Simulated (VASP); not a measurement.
Runs of VASP 6.6.1 on SnSe. The structure is that of space group Fm-3m (No. 225), or close to it. The cells are those of the table. 

```tsv
cell	gap on the mesh (eV)	pressure (GPa)
a = 4.152, b = 4.152, c = 4.044 Å, angles 60.9, 60.9, 58.3°, 2 atoms	0.59	3.1
a = 4.204, b = 4.204, c = 4.257 Å, angles 59.6, 59.6, 60.8°, 2 atoms	(a)	(c)
a = 4.097, b = 4.097, c = 4.044 Å, angles 60.4, 60.4, 59.1°, 2 atoms	(b)	4.7
a = 4.097, b = 4.097, c = 4.150 Å, angles 59.6, 59.6, 60.9°, 2 atoms	0.67	2.7
a = 4.363 Å, angles 60.0°, 2 atoms	(d)	-6.1
a = 4.204, b = 4.204, c = 4.150 Å, angles 60.4, 60.4, 59.2°, 2 atoms	0.74	-0.6
a = 4.044 Å, angles 60.0°, 2 atoms	0.63	6.8
a = 4.470 Å, angles 60.0°, 2 atoms	0.10	-8.0
```

Alike in all rows: task single point; level LDA; potentials or basis VASP PAW LDA potentials, release 64 (Sn_d, Se); no spin polarisation; k mesh 8 × 8 × 8; cutoff (eV) 520; smearing gaussian 0.05 eV.

**Question.** Estimate the missing entries.

**Answer.** (a) 0.72; (b) 0.61; (c) -2.0; (d) 0.34.

Caveats: spin-orbit coupling is left out, which moves the levels of the heavy elements.

A k mesh can miss the band edges, and the runs leave out spin-orbit coupling on Se, Sn.
